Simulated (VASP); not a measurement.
Input of a VASP 6.6.1 run:

File POSCAR:

```
Ca
1.0
    0.0000000000      2.7851153762      2.7851153762
    2.7851153762      0.0000000000      2.7851153762
    2.7851153762      2.7851153762      0.0000000000
Ca
1
Direct
    0.0000000000      0.0000000000      0.0000000000
```

Contents of INCAR.step1:

```
SYSTEM = Ca
PREC = Accurate ; ENCUT = 520
ISMEAR = -1 ; SIGMA = 0.15
LREAL = .FALSE. ; LASPH = .TRUE.
NELM = 80 ; NBANDS = 11
GGA = PE ; ALGO = Normal
EDIFF = 1E-4 ; LWAVE = .TRUE.
LCHARG = .FALSE.
```

File INCAR.step2:

```
SYSTEM = Ca
PREC = Accurate ; ENCUT = 520
EDIFF = 1E-7 ; ISMEAR = -1
SIGMA = 0.15 ; LREAL = .FALSE.
LASPH = .TRUE. ; NELM = 80
ALGO = Normal ; ISIF = 2
LWAVE = .FALSE. ; LCHARG = .TRUE.
METAGGA = R2SCAN ; LMIXTAU = .TRUE.
LELF = .TRUE. ; LVHAR = .TRUE.
NBANDS = 11 ; ISTART = 1
```

Contents of KPOINTS:

```
Automatic mesh
0
G
  18 18 18
  0 0 0
```

Potentials or basis: VASP PAW PBE potentials, release 64 (Ca_sv).

Run with:

```bash
$ cat potpaw_PBE.64/Ca_sv/POTCAR > POTCAR
$ cp INCAR.step1 INCAR
$ mpirun -np 1 vasp_std > vasp.out
$ cp INCAR.step2 INCAR
$ mpirun -np 1 vasp_std > vasp.out
```

Problem. Predict the pressure.

Solution. 0.0 GPa.

Problem. What does it give for the band gap on the k mesh?

Solution. Zero (band 5 reaches 2.15 eV, above the bottom of band 6 at 1.61 eV).

Caveat: the PAW data sets were made with another functional, which shifts forces and pressure a little.
